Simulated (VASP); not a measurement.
Wanted: the native input for a VASP 6.6.1 run.

| Item | Value |
| --- | --- |
| Task | single point |
| Functional | PBE |
| Potentials or basis | VASP PAW PBE potentials, release 64 (Ge_d, Si) |
| Cutoff | 520 eV |
| k mesh | 7 × 7 × 1 |
| Occupations | gaussian, width 0.1 eV |
| Spin | no spin polarisation |
| Dipole correction | yes |
| Further INCAR settings | ALGO = Normal; EDIFF = 1e-06; NBANDS = 38 |

The structure of SiGe4 lies in POSCAR:

```
SiGe4
1.0
    4.0740542171      0.0000000000      0.0000000000
    0.0000000000      4.0740542171      0.0000000000
    0.0000000000      0.0000000000     19.8557569412
Ge Si
4 1
Direct
    0.0000000000      0.5000000000      0.2014529092
    0.0000000000      0.0000000000      0.2739958843
    0.5000000000      0.0000000000      0.3493666172
    0.5000000000      0.5000000000      0.4208228861
    0.8750000000      0.6250000000      0.5033880409
```

The input as run:

INCAR

```
SYSTEM = SiGe4
  ALGO = Normal
  DIPOL = 0.5 0.5 0.350
  EDIFF = 1E-6
  ENCUT = 520
  GGA = PE
  IDIPOL = 3
  ISIF = 2
  ISMEAR = 0
  LASPH = .True.
  LCHARG = .False.
  LDIPOL = .True.
  LREAL = .False.
  LWAVE = .False.
  NBANDS = 38
  NELM = 80
  PREC = Accurate
  SIGMA = 0.1
```

KPOINTS

```
k-points
0
Gamma
  7 7 1
  0 0 0
```

Potentials or basis: VASP PAW PBE potentials, release 64 (Ge_d, Si).

Run with:

```sh
$ cat potpaw_PBE.64/Ge_d/POTCAR potpaw_PBE.64/Si/POTCAR > POTCAR
$ mpirun -np 1 vasp_std > vasp.out
```

Results of the run:

```json
{
  "Largest force": "1.074 eV/Å",
  "Band gap on the k mesh": "zero (bands 30 and 31 overlap by 0.95 eV)"
}
```

Run time: 11 min on 1 thread of AMD EPYC 7R13 (shared host), peak memory 0.48 GiB.
